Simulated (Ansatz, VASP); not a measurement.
## W: VASP beside Ansatz

```
CELL_PARAMETERS angstrom
0.00000 2.03674 2.03674
2.03674 0.00000 2.03674
2.03674 2.03674 0.00000
ATOMIC_POSITIONS crystal
W 0.00000 0.00000 0.00000
```

Alike in both runs: task single point; functional r2SCAN; k mesh 10 × 10 × 10; no spin polarisation.

|  | VASP | Ansatz |
| --- | --- | --- |
| version | VASP 6.6.1 | Ansatz 0.2.0 |
| potentials or method | VASP PAW PBE potentials, release 64 (W_sv), cutoff 520 eV | plane waves, PAW |
| occupations | methfessel-paxton of order 1, width 0.1 eV | cold |
| valence electrons in the cell | 14 | 14 |

```tsv
	VASP	Ansatz	Ansatz less VASP
pressure (GPa)	-10.0	-10.9	-0.84
```

VASP's potentials were made for PBE, not for r2SCAN.

Spin-orbit coupling is off throughout.
